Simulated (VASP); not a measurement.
Runs of VASP 6.6.1 on N. The structure is that of space group P2_13 (No. 198), or close to it. The cells are those of the table. 

```csv
task,cell,gap on the mesh (eV),pressure (GPa),largest force (eV/Å)
single point,"a = 5.534 Å, 4 atoms",none,-4.8,0.43
electric field gradients,"a = 5.649, b = 5.649, c = 5.705 Å, 4 atoms",none,-4.0,0.39
electric field gradients,"a = 5.723 Å, 4 atoms",none,-3.8,0.37
electric field gradients,"a = 5.534 Å, 4 atoms",none,-4.8,0.43
electric field gradients,"a = 5.649 Å, 4 atoms",none,(a),0.39
```

Alike in all rows: level PBEsol; potentials or basis VASP PAW PBE potentials, release 64 (N); no spin polarisation; k mesh 4 × 4 × 4; cutoff (eV) 520; smearing fermi-dirac 0.02 eV.

Q: Fill in the values left out.

A: (a) -4.1.

Caveats: the cell stands under tension; the PAW data sets were made with another functional, which shifts forces and pressure a little.

A gap of «none» marks levels without a gap at the run's occupations.
